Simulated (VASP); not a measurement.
Here is a VASP 6.6.1 calculation.

INCAR

```
PREC     = Accurate       # precision mode
ENCUT    = 520            # plane-wave cutoff, eV
EDIFF    = 1E-8           # SCF threshold, eV
ISMEAR   = -1             # smearing method
SIGMA    = 0.05           # smearing width, eV
LREAL    = F              # projectors in reciprocal space
LASPH    = T              # aspherical terms in the spheres
NELM     = 100            # most SCF steps
ALGO     = Normal         # electronic algorithm
ISIF     = 2              # what is computed and relaxed
LWAVE    = F              # write WAVECAR
LCHARG   = F              # write CHGCAR
GGA      = PE             # functional
LEFG     = T            
NBANDS   = 12             # bands
```

The input KPOINTS:

```
regular mesh
0
Gamma
  12 12 12
```

The input POSCAR:

```
Li
1.0
    1.5504989657      0.8951809952      7.5883000000
   -1.5504989657      0.8951809952      7.5883000000
    0.0000000000     -1.7903619905      7.5883000000
Li
3
Direct
    0.0000000000      0.0000000000      0.0000000000
    0.2220000000      0.2220000000      0.2220000000
    0.7780000000      0.7780000000      0.7780000000
```

Potentials or basis: VASP PAW PBE potentials, release 64 (Li_sv).

Run with:

```sh
$ cat potpaw_PBE.64/Li_sv/POTCAR > POTCAR
$ mpirun -np 1 vasp_std > vasp.out
```

(1) What does it give for the largest force?

Answers

(1) 0.009 eV/Å.

Caveat: without QUAD_EFG the Cq values of the log hold for a quadrupole moment of 1 mb, not for the nuclei.
